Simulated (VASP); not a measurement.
Runs of VASP 6.6.1 on InSe. The structure is that of space group R3m (No. 160), or close to it. The cells are those of the table. 

| task | cell | gap on the mesh (eV) | pressure (GPa) | largest force (eV/Å) |
| --- | --- | --- | --- | --- |
| single point | a = 8.801 Å, angles 26.8°, 4 atoms | 0.54 | -2.4 | 0.37 |
| single point | a = 8.689 Å, angles 26.8°, 4 atoms | 0.62 | -0.7 | 0.12 |
| electric field gradients | a = 8.602 Å, angles 26.8°, 4 atoms | (c) | 0.9 | 0.21 |
| single point | a = 8.515 Å, angles 26.8°, 4 atoms | (b) | 2.7 | 0.35 |
| electric field gradients | a = 8.455 Å, angles 26.8°, 4 atoms | (a) | 4.1 | 0.53 |

Alike in all rows: level PBEsol; potentials or basis VASP PAW PBE potentials, release 64 (In_d, Se); no spin polarisation; k mesh 7 × 7 × 7; cutoff (eV) 520; smearing fermi-dirac 0.01 eV.

Question: Estimate the missing entries.

Answer: (a) 0.81; (b) 0.76; (c) 0.68.

Caveats: the PAW data sets were made with another functional, which shifts forces and pressure a little; spin-orbit coupling is left out, which moves the levels of the heavy elements; an odd mesh through Γ misses points on the zone boundary, where band edges can lie; the cell stands under pressure (at least some runs).

A k mesh can miss the band edges, and the runs leave out spin-orbit coupling on In, Se.
